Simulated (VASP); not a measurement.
CuO: relaxation of cell and atoms with PBE

Crystal: CuO.

```
Cu O
1.0
     4.16094    0.00000    0.00000
     0.00000    4.16094    0.00000
     0.00000    0.00000    3.88764
Cu O
3 3
Cartesian
  2.0805 0.0000 1.9438
  0.0000 2.0805 1.9438
  0.0000 0.0000 0.0000
  0.0000 0.0000 1.9438
  2.0805 0.0000 0.0000
  0.0000 2.0805 0.0000
```

- Program: VASP 6.6.1
- Task: relaxation of cell and atoms
- Functional: PBE
- Potentials or basis: VASP PAW PBE potentials, release 64 (Cu, O)
- Cutoff: 600 eV
- k mesh: 7 × 7 × 7
- Occupations: fermi-dirac, width 0.05 eV
- Spin: no spin polarisation
- Target pressure: 5 GPa
- Dipole correction: no
- Further INCAR settings: ALGO = Normal; EDIFF = 1e-06; IBRION = 2; EDIFFG = -0.01; NSW = 60; ISIF = 3

```yaml
Relaxed_volume: 10.96 Å³/atom
Relaxed_cell: a = 4.113 Å, b = 4.113 Å, c = 3.889 Å, α = 90.00°, β = 90.00°, γ = 90.00°
Space_group_after_relaxing_to_0.1_Å: P4/mmm (No. 123)
Energy_change_on_relaxing_the_run_minimises_the_enthalpy: +5.7 meV/atom
Ionic_steps: 6
Pressure_after_relaxing: 4.9 GPa
Band_gap_on_the_k_mesh: zero (an odd number of electrons rules out a gap without spin polarisation)
```

The path:
```tsv
step	energy change (eV)	largest force (eV/Å)	pressure (GPa)	volume (Å³)
1	0.0000	0.0000	2.15	67.31
2	0.0542	0.0000	6.86	65.38
3	0.0258	0.0000	5.00	66.15
4	0.0289	0.0000	4.95	65.98
5	0.0386	0.0000	5.06	65.65
6	0.0344	0.0000	4.91	65.77
```

Final structure:
```
Cu O
1.0
     4.11250    0.00000    0.00000
     0.00000    4.11250    0.00000
     0.00000    0.00000    3.88894
Cu O
3 3
Direct
  0.50000 0.00000 0.50000
  0.00000 0.50000 0.50000
  0.00000 0.00000 0.00000
  0.00000 0.00000 0.50000
  0.50000 0.00000 0.00000
  0.00000 0.50000 0.00000
```

Levels at points of the mesh, in eV from the Fermi level:
| k point | band 24 | band 25 | band 26 | band 27 | band 28 | band 29 |
| --- | --- | --- | --- | --- | --- | --- |
| (0.00, 0.00, 0.00) | -1.51 | -1.46 | -1.46 | -1.40 | 1.32 | 6.26 |

It took 15 min on 1 thread of Intel Xeon 8259CL (shared host), peak memory 0.25 GiB.

Caveat: the cell is relaxed towards a set pressure, so the run minimises the enthalpy, not the energy; an odd number of electrons without spin polarisation forces a metal; a magnetic or distorted state may lie lower; semilocal functionals often make such compounds metallic where correlation or magnetic order opens a gap, which also shifts bond lengths. With open d or f shells a metallic result of PBE can be an artefact of self-interaction; +U or a hybrid may open a gap.
